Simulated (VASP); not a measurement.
A run of VASP 6.6.1:

Contents of INCAR:

```
SYSTEM = Ti2AlC
PREC = Accurate ; ENCUT = 600
EDIFF = 1E-7 ; ISMEAR = -1
SIGMA = 0.15 ; LREAL = .FALSE.
LASPH = .TRUE. ; NELM = 60
ALGO = Normal ; ISIF = 3
LWAVE = .FALSE. ; LCHARG = .FALSE.
IBRION = 2 ; NSW = 80
EDIFFG = -0.001 ; PSTRESS = 50.0
```

KPOINTS

```
regular mesh
0
G
  12 12 4
  0 0 0
```

The input POSCAR:

```
Ti2AlC
1.0
    3.0130052360      0.0000000000      0.0000000000
   -1.5065026180      2.6093390761      0.0000000000
    0.0000000000      0.0000000000     13.5233498379
Ti Al C
4 2 2
Direct
    0.3333333333      0.6666666667      0.0837077118
    0.6666666667      0.3333333333      0.5837077118
    0.6666666667      0.3333333333      0.9162922882
    0.3333333333      0.6666666667      0.4162922882
    0.3333333333      0.6666666667      0.7500000000
    0.6666666667      0.3333333333      0.2500000000
    0.0000000000      0.0000000000      0.0000000000
    0.0000000000      0.0000000000      0.5000000000
```

Potentials or basis: VASP PAW LDA potentials, release 64 (Ti_sv, Al, C).

The run is started by

```sh
$ cat potpaw_LDA.64/Ti_sv/POTCAR potpaw_LDA.64/Al/POTCAR potpaw_LDA.64/C/POTCAR > POTCAR
$ mpirun -np 1 vasp_std > vasp.out
```

Hardware: 1 thread of Intel(R) Xeon(R) 6975P-C (Granite Rapids), with other jobs on the host.

**Question.** Estimate the wall time of this run.

**Answer.** Run time: 15 min on 1 thread of Intel(R) Xeon(R) 6975P-C (Granite Rapids) (shared host), peak memory 0.37 GiB. Counts: scf iterations 91, k points 57, ion steps 11.
